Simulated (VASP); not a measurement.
S8: single point with PBE+D3(BJ)

The system is S8, in a box.

```
CELL_PARAMETERS angstrom
13.80000 0.00000 0.00000
0.00000 14.00000 0.00000
0.00000 0.00000 10.40000
ATOMIC_POSITIONS crystal
S 0.32766 0.50000 0.45300
S 0.37814 0.37988 0.54700
S 0.37814 0.62012 0.54700
S 0.50000 0.33013 0.45300
S 0.50000 0.66987 0.45300
S 0.62186 0.37988 0.54700
S 0.62186 0.62012 0.54700
S 0.67234 0.50000 0.45300
```

| Quantity | Value |
| --- | --- |
| Program | VASP 6.6.1 |
| Task | single point |
| Functional | PBE |
| Dispersion | D3(BJ) |
| Potentials or basis | VASP PAW PBE potentials, release 64 (S) |
| Cutoff | 520 eV |
| k mesh | 1 × 1 × 1 |
| Occupations | gaussian, width 0.01 eV |
| Spin | no spin polarisation |
| Dipole correction | no |
| Further INCAR settings | ALGO = Normal; EDIFF = 1e-06; NBANDS = 34 |

* Largest force: 0.129 eV/Å
* Gap between the frontier levels: 3.36 eV
* Dispersion energy per atom: -0.074 eV

Forces in eV/Å, atoms in the order of the input:
```
S    0.074  0.000  0.106
S    0.052  0.052 -0.106
S    0.052 -0.052 -0.106
S    0.000  0.074  0.106
S    0.000 -0.074  0.106
S   -0.052  0.052 -0.106
S   -0.052 -0.052 -0.106
S   -0.074  0.000  0.106
```

Levels at points of the mesh, in eV from the valence-band top:
```csv
k point,band 20,band 21,band 22,band 23,band 24,band 25,band 26,band 27,band 28,band 29
"(0.00, 0.00, 0.00)",-0.34,-0.34,-0.08,-0.08,0.00,3.36,3.36,3.69,4.54,4.54
```

Wall time 5.3 min on 1 thread of Intel(R) Xeon(R) Platinum 8175M CPU @ 2.50GHz (Skylake/Cascade Lake), on a shared host, peak memory 1.4 GiB.
